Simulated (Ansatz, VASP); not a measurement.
InH: VASP beside Ansatz

INCAR

```
SYSTEM = InH
ALGO = Normal ; EDIFF = 1E-6
ENCUT = 520 ; GGA = PE
ISIF = 2 ; ISMEAR = 0
LASPH = .True. ; LCHARG = .True.
LELF = .True. ; LREAL = .False.
LVHAR = .True. ; LWAVE = .False.
NBANDS = 22 ; NELM = 80
PREC = Accurate ; SIGMA = 0.1
```

File KPOINTS:

```
k-points
0
Gamma
  6 6 4
  0 0 0
```

Contents of POSCAR:

```
InH
1.0
    3.6827668583      0.0000000000      0.0000000000
    0.0000000000      3.6827668583      0.0000000000
    0.0000000000      0.0000000000      4.6534961661
In H
2 2
Direct
    0.0000000000      0.5000000000      0.2351000000
    0.5000000000      0.0000000000      0.7649000000
    0.0000000000      0.0000000000      0.0000000000
    0.5000000000      0.5000000000      0.0000000000
```

Input for Ansatz:

```yaml
crystal:
  lattice:
    - [3.6827668583, 0.0, 0.0]
    - [0.0, 3.6827668583, 0.0]
    - [0.0, 0.0, 4.6534961661]
  atoms:
    - { symbol: In, position: [0.0, 0.5, 0.2351] }
    - { symbol: In, position: [0.5, 0.0, 0.7649] }
    - { symbol: H, position: [0.0, 0.0, 0.0] }
    - { symbol: H, position: [0.5, 0.5, 0.0] }
basis:
  ecutwfc: 420
kpoints:
  mp_grid: { grid: [6, 6, 4] }
hamiltonian:
  xc: pbe
scf:
  occupations: { method: gaussian, width: 0.1 }
  lower_state_search: "off"
output:
  forces: true
  stress: true
  eigenvalues: true
```

Alike in both runs: task single point; functional PBE; k mesh 6 × 6 × 4; occupations gaussian, width 0.1 eV; no spin polarisation.

|  | VASP | Ansatz |
| --- | --- | --- |
| version | VASP 6.6.1 | Ansatz 0.2.0 |
| potentials or method | VASP PAW PBE potentials, release 64 (In_d, H), cutoff 520 eV | scalar-relativistic, plane waves, PAW |
| valence electrons in the cell | 28 | 28 |

|  | VASP | Ansatz | Ansatz less VASP |
| --- | --- | --- | --- |
| gap on the k mesh at the Fermi level (eV) | none | none | - |
| pressure (GPa) | 6.1 | 6.2 | +0.06 |
| traceless stress, the component that is largest in VASP (GPa) | -1.52 | -1.52 | +0.001 |
| rms of the force components (eV/Å) | 0.566 | 0.565 | -0.0015 |

Atom by atom the forces differ by 0.001 eV/Å (rms over components). A gap of «none» marks a metal or a gap that the smearing closes. With one functional, cell and mesh, what is left measures potentials, basis and numerics.
